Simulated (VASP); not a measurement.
# Sc (P6_3/mmc) in VASP: relaxation of shape and atoms at fixed volume with PBEsol

Aim: the relaxation of shape and atoms at fixed volume of Sc with PBEsol.

All numbers are computed with VASP 6.6.1; they aren't measurements. Logs are shortened: lines on timing, memory, paths and dates and some standing lists are left out, and cuts for length are marked.

**1. The cell of the first run**

It takes space group P6_3/mmc (No. 194, hexagonal). Conventional cell: a = 2.881 Å, b = 2.881 Å, c = 4.489 Å, α = 90.00°, β = 90.00°, γ = 120.00°. Sc (site symmetry -6m2) has 12 Sc at 2.79 to 2.88 Å within 3.7 Å.

**2. Relaxation of shape and atoms at fixed volume, PBEsol**

INCAR reads:

```
SYSTEM = Sc
PREC = Accurate ; ENCUT = 600
EDIFF = 1E-6 ; ISMEAR = -1
SIGMA = 0.1 ; LREAL = .FALSE.
LASPH = .TRUE. ; NELM = 60
ALGO = Normal ; ISIF = 4
LWAVE = .FALSE. ; LCHARG = .FALSE.
GGA = PS ; IBRION = 2
NSW = 50 ; EDIFFG = -0.005
```

KPOINTS reads:

```
Automatic mesh
0
G
  15 15 8
  0 0 0
```

POSCAR reads:

```
Sc
1.0
    2.8808723214      0.0000000000      0.0000000000
   -1.4404361607      2.4949086154      0.0000000000
    0.0000000000      0.0000000000      4.4892628083
Sc
2
Direct
    0.3333333333      0.6666666667      0.2500000000
    0.6666666667      0.3333333333      0.7500000000
```

Potentials or basis: VASP PAW PBE potentials, release 64 (Sc_sv).

Started as:

```sh
> cat potpaw_PBE.64/Sc_sv/POTCAR > POTCAR
> mpirun -np 1 vasp_std > vasp.out
```

OUTCAR:

```text
SYSTEM = Sc
   PREC = Accurate
   ENCUT = 600
   EDIFF = 1E-6
   ISMEAR = -1
   LREAL = .FALSE.
   LASPH = .TRUE.
   NELM = 60
   ISIF = 4
   GGA = PS
   IBRION = 2
   NSW = 50
   EDIFFG = -0.005

 ion  position               nearest neighbor table
   1  0.333  0.667  0.250-   2 2.79   2 2.79   2 2.79   2 2.79   2 2.79   2 2.79
   2  0.667  0.333  0.750-   1 2.79   1 2.79   1 2.79   1 2.79   1 2.79   1 2.79

  LATTYP: Found a hexagonal cell.
 ALAT       =     2.8808723214
 C/A-ratio  =     1.5582998160

  Lattice vectors:

 A1 = (   2.8808723214,   0.0000000000,   0.0000000000)
 A2 = (  -1.4404361607,   2.4949086154,   0.0000000000)
 A3 = (   0.0000000000,   0.0000000000,   4.4892628083)

Analysis of symmetry for initial positions (statically):
=====================================================================
 Subroutine PRICEL returns:
 Original cell was already a primitive cell.

 Routine SETGRP: Setting up the symmetry group for a
 hexagonal supercell.

 Subroutine GETGRP returns: Found 24 space group operations
 (whereof 12 operations were pure point group operations)
 out of a pool of 24 trial point group operations.

The static configuration has the point symmetry D_3d.
 The point group associated with its full space group is D_6h.

Analysis of symmetry for dynamics (positions and initial velocities):
=====================================================================
 Subroutine PRICEL returns:
 Original cell was already a primitive cell.

 Routine SETGRP: Setting up the symmetry group for a
 hexagonal supercell.

 Subroutine GETGRP returns: Found 24 space group operations
 (whereof 12 operations were pure point group operations)
 out of a pool of 24 trial point group operations.

The dynamic configuration has the point symmetry D_3d.
 The point group associated with its full space group is D_6h.

 Subroutine INISYM returns: Found 24 space group operations
 (whereof 12 operations are pure point group operations),
 and found     1 'primitive' translations

----------------------------------------------------------------------------------------

                                     Primitive cell

  volume of cell :      32.2666

  direct lattice vectors                    reciprocal lattice vectors
     2.880872321  0.000000000  0.000000000     0.347117084  0.200408142  0.000000000
    -1.440436161  2.494908615  0.000000000     0.000000000  0.400816284  0.000000000
     0.000000000  0.000000000  4.489262808     0.000000000  0.000000000  0.222753722

  length of vectors
     2.880872321  2.880872321  4.489262808     0.400816284  0.400816284  0.222753722

  position of ions in fractional coordinates (direct lattice)
     0.333333333  0.666666667  0.250000000
     0.666666667  0.333333333  0.750000000

  ion indices of the primitive-cell ions
   primitive index   ion index
                 1           1
                 2           2

----------------------------------------------------------------------------------------

 KPOINTS: Automatic mesh

Automatic generation of k-mesh.
 Grid dimensions read from file:
 generate k-points for:   15   15    8

 Generating k-lattice:

  Cartesian coordinates                     Fractional coordinates (reciprocal lattice)
     0.023141139  0.013360543  0.000000000     0.066666667 -0.000000000  0.000000000
     0.000000000  0.026721086  0.000000000     0.000000000  0.066666667  0.000000000
     0.000000000  0.000000000  0.027844215     0.000000000  0.000000000  0.125000000

  Length of vectors
     0.026721086  0.026721086  0.027844215

  Shift w.r.t. Gamma in fractional coordinates (k-lattice)
     0.000000000  0.000000000  0.000000000

 Subroutine IBZKPT returns following result:
 ===========================================

 Found    135 irreducible k-points:

 Following reciprocal coordinates:
            Coordinates               Weight
  0.000000  0.000000  0.000000      1.000000
  0.066667  0.000000  0.000000      6.000000
  0.133333  0.000000  0.000000      6.000000
  0.200000  0.000000  0.000000      6.000000
  0.266667  0.000000  0.000000      6.000000
  0.333333  0.000000  0.000000      6.000000
[... 16 lines left out ...]
  0.333333  0.200000  0.000000     12.000000
  0.400000  0.200000  0.000000      6.000000
 [... further k-points ...]
   k-points           NKPTS =    135   k-points in BZ     NKDIM =    135   number of bands    NBANDS=     15
   number of dos      NEDOS =    301   number of ions     NIONS =      2
   total plane-waves  NPLWV =  20736
   dimension x,y,z NGX =    24 NGY =   24 NGZ =   36
   dimension x,y,z NGXF=    48 NGYF=   48 NGZF=   72
   ions per type =               2
   NGX,Y,Z   is equivalent  to a cutoff of  13.85, 13.85, 13.33 a.u.
   NGXF,Y,Z  is equivalent  to a cutoff of  27.70, 27.70, 26.66 a.u.
 SYSTEM =  Sc
   PREC   = accura    normal or accurate (medium, high low for compatibility)
   ISTART =      0    job   : 0-new  1-cont  2-samecut
   ICHARG =      2    charge: 1-file 2-atom 10-const
   ISPIN  =      1    spin polarized calculation?
   LNONCOLLINEAR =      F non collinear calculations
   LSORBIT =      F    spin-orbit coupling
   LASPH  =      T    aspherical Exc in radial PAW
   ENCUT  =  600.0 eV  44.10 Ry    6.64 a.u.   5.75  5.75  8.97*2*pi/ulx,y,z
   NELM   =     60;   NELMIN=  2; NELMDL= -5     # of ELM steps
   EDIFF  = 0.1E-05   stopping-criterion for ELM
   LREAL  =      F    real-space projection
   EDIFFG = -.5E-02   stopping-criterion for IOM
   NSW    =     50    number of steps for IOM
   IBRION =      2    ionic relax: 0-MD 1-quasi-New 2-CG
   NFREE  =      1    steps in history (QN), initial steepest desc. (CG)
   ISIF   =      4    stress and relaxation
   ISYM   =      2    0-nonsym 1-usesym 2-fastsym
   POTIM  = 0.5000    time-step for ionic-motion
   TEBEG  =    0.0;   TEEND  =   0.0 temperature during run
   PSTRESS=    0.0 pullay stress
   NELECT =      22.0000    total number of electrons
   NUPDOWN=      -1.0000    fix difference up-down
   EMIN   =  10.00;   EMAX   =-10.00  energy-range for DOS
   EFERMI =   0.00;   METHOD = LEGACY
   ISMEAR =    -1;   SIGMA  =   0.10  broadening in eV -4-tet -1-fermi 0-gaus
   EFERMI_NEDOS =   21; number of points for ismear=-14 and -15
   IALGO  =     38    algorithm
   IMIX   =      4    mixing-type and parameters
     AMIX     =   0.40;   BMIX     =  1.00
     AMIX_MAG =   1.60;   BMIX_MAG =  1.00
  volume/ion in A,a.u.               =      16.13       108.87
  Fermi-wavevector in a.u.,A,eV,Ry     =   1.440891  2.722889 28.247970  2.076167
  Thomas-Fermi vector in A             =   2.559585
   LORBIT       =      0    0 simple, 1 ext, 2 COOP (PROOUT), +10 PAW based schemes
   GGA     = PS    functional components
   LHFCALC =     F    Hartree Fock is set to
   AEXX    =    0.0000 exact exchange contribution
   IVDW    =     0    specifies the selected vdW correction
   LEPSILON=     F    determine dielectric tensor
   LRPA    =     F    only Hartree local field effects (RPA)
 conjugate gradient relaxation of ions
 non-spin polarized calculation
  energy-cutoff  :      600.00
  volume of cell :       32.27
 maximum number of plane-waves:      1090
 NGX is ok and might be reduce to    24
   NGX = 11   NGY = 11   NGZ = 17

 number of electron      22.0000002 magnetization

 Free energy of the ion-electron system (eV)
  ---------------------------------------------------
  ext. energy  EPLUGINS =         0.00000000
  ---------------------------------------------------
  free energy    TOTEN  =       -11.82976831 eV

  energy without entropy =      -11.74082281  energy(sigma->0) =      -11.78529556

 E-fermi :   6.4676     XC(G=0): -11.8801

 val. band max:        6.4588139070   @ k =   0.4667   0.0667   0.5000
 cond. band min:       6.4681091415   @ k =   0.3333   0.2000   0.2500
 fundamental gap:      0.0092952344
 Fermi energy:         6.4675908454

 k-point     1 :       0.0000    0.0000    0.0000
  band No.  band energies     occupation
      1     -41.8826      2.00000
      2     -41.4913      2.00000
      3     -21.3982      2.00000
      4     -20.0611      2.00000
      5     -20.0611      2.00000
      6     -19.8320      2.00000
      7     -19.8320      2.00000
      8     -19.7521      2.00000
      9       0.8961      2.00000
     10       4.0921      2.00000
     11       8.4481      0.00000
     12       8.4481      0.00000
     13       8.7568      0.00000
     14       8.9051      0.00000
     15       9.2506      0.00000

 k-point     2 :       0.0667    0.0000    0.0000
  band No.  band energies     occupation
      1     -41.8709      2.00000
      2     -41.4871      2.00000
      3     -21.3761      2.00000
      4     -20.1075      2.00000
      5     -20.0768      2.00000
      6     -19.8804      2.00000
      7     -19.8365      2.00000
      8     -19.7618      2.00000
      9       1.0454      2.00000
     10       4.2155      2.00000
     11       8.1360      0.00000
     12       8.4506      0.00000
     13       8.5694      0.00000
     14       9.1136      0.00000
     15       9.1702      0.00000

 k-point     3 :       0.1333    0.0000    0.0000
  band No.  band energies     occupation
      1     -41.8375      2.00000
      2     -41.4755      2.00000
      3     -21.3119      2.00000
      4     -20.2390      2.00000
      5     -20.1196      2.00000
      6     -20.0138      2.00000
      7     -19.8506      2.00000
      8     -19.7913      2.00000
      9       1.4744      2.00000
     10       4.5491      2.00000
     11       7.5985      0.00002
     12       7.7450      0.00001
     13       8.8825      0.00000
     14       8.9256      0.00000
     15       9.3439      0.00000

 k-point     4 :       0.2000    0.0000    0.0000
  band No.  band energies     occupation
      1     -41.7865      2.00000
      2     -41.4598      2.00000
      3     -21.2108      2.00000
      4     -20.4333      2.00000
      5     -20.2015      2.00000
      6     -20.1796      2.00000
      7     -19.8737      2.00000
      8     -19.8408      2.00000
      9       2.1262      2.00000
     10       4.9621      2.00000
     11       6.9553      0.01512
     12       7.0693      0.00486
     13       8.6027      0.00000
     14       8.9830      0.00000
     15       9.1458      0.00000
[... 307 lines left out ...]
 k-point    22 :       0.2667    0.2000    0.0000
  band No.  band energies     occupation
      1     -41.5894      2.00000
      2     -41.4321      2.00000
      3     -20.8946      2.00000
      4     -20.7661      2.00000
      5     -20.7453      2.00000
      6     -20.4124      2.00000
      7     -20.1424      2.00000
      8     -20.1108      2.00000
      9       4.7390      2.00000
     10       5.3140      1.99998
     11       5.5830      1.99971
     12       6.0594      1.96680
     13       7.7688      0.00000
     14       8.6321      0.00000
     15       8.9112      0.00000

 k-point    23 :       0.3333    0.2000    0.0000
  band No.  band energies     occupation
      1     -41.5445      2.00000
      2     -41.4394      2.00000
      3     -20.9908      2.00000
      4     -20.7420      2.00000
      5     -20.6420      2.00000
      6     -20.5185      2.00000
      7     -20.2054      2.00000
      8     -20.1885      2.00000
      9       5.0932      2.00000
     10       5.1896      1.99999
     11       5.3853      1.99996
     12       6.2690      1.75855
     13       7.7624      0.00000
     14       8.3619      0.00000
     15       9.2400      0.00000

 k-point    24 :       0.4000    0.2000    0.0000
  band No.  band energies     occupation
      1     -41.5246      2.00000
      2     -41.4460      2.00000
      3     -21.0244      2.00000
      4     -20.7258      2.00000
      5     -20.5814      2.00000
      6     -20.5717      2.00000
      7     -20.2556      2.00000
      8     -20.2042      2.00000
      9       5.0167      2.00000
     10       5.2518      1.99999
     11       5.3866      1.99996
     12       6.3847      1.39234
     13       7.7965      0.00000
     14       8.2313      0.00000
     15       9.3805      0.00000

 [... further k-points ...]

------------------------ aborting loop because EDIFF is reached ----------------------------------------

  FORCE on cell =-STRESS in cart. coord.  units (eV):
  Direction    XX          YY          ZZ          XY          YZ          ZX
  --------------------------------------------------------------------------------------
  -------------------------------------------------------------------------------------
  Total        7.8643044      7.8643044      7.8524398      0.0000000      0.0000000      0.0000000
  in kB      390.4965596    390.4965596    389.9074326      0.0000000      0.0000000      0.0000000
  external PRESSURE =     390.3001839 kB  Pullay stress =       0.0000000 kB

 VOLUME and BASIS-vectors are now :
 -----------------------------------------------------------------------------
  energy-cutoff  :      600.00
  volume of cell :       32.27
      direct lattice vectors                 reciprocal lattice vectors
     2.880872321  0.000000000  0.000000000     0.347117084  0.200408142  0.000000000
    -1.440436161  2.494908615  0.000000000     0.000000000  0.400816284  0.000000000
     0.000000000  0.000000000  4.489262808     0.000000000  0.000000000  0.222753722

 POSITION                                       TOTAL-FORCE (eV/Angst)
 -----------------------------------------------------------------------------------
     -0.00000      1.66327      1.12232        -0.000000     -0.000000      0.000000
      1.44044      0.83164      3.36695         0.000000      0.000000      0.000000
 -----------------------------------------------------------------------------------
    total drift:                               -0.000000      0.000000     -0.000000

  FREE ENERGIE OF THE ION-ELECTRON SYSTEM (eV)
  ---------------------------------------------------
  free  energy   TOTEN  =       -11.8297683053 eV

  energy  without entropy=      -11.7408228109  energy(sigma->0) =      -11.78529556

 reached required accuracy - stopping structural energy minimisation
```

It took 44 s on 1 thread of Intel Xeon 6975P-C, shared host; peak memory 0.2 GiB.

Results:

```
Free energy             : -11.8298 eV
Pressure after relaxing : 39.0 GPa
Band gap on the k mesh  : zero (band 11 reaches 8.45 eV, above the bottom of band 12 at 5.85 eV)
```

Final structure:
```xyz
2
Lattice="2.8809 0.0000 0.0000 -1.4404 2.4949 0.0000 0.0000 0.0000 4.4893" Properties=species:S:1:pos:R:3 pbc="T T T"
Sc    0.0000    1.6633    1.1223
Sc    1.4404    0.8316    3.3669
```

Caveat: the relaxation stopped at its first step, so nothing moved; the PAW data sets were made with another functional, which shifts forces and pressure a little.
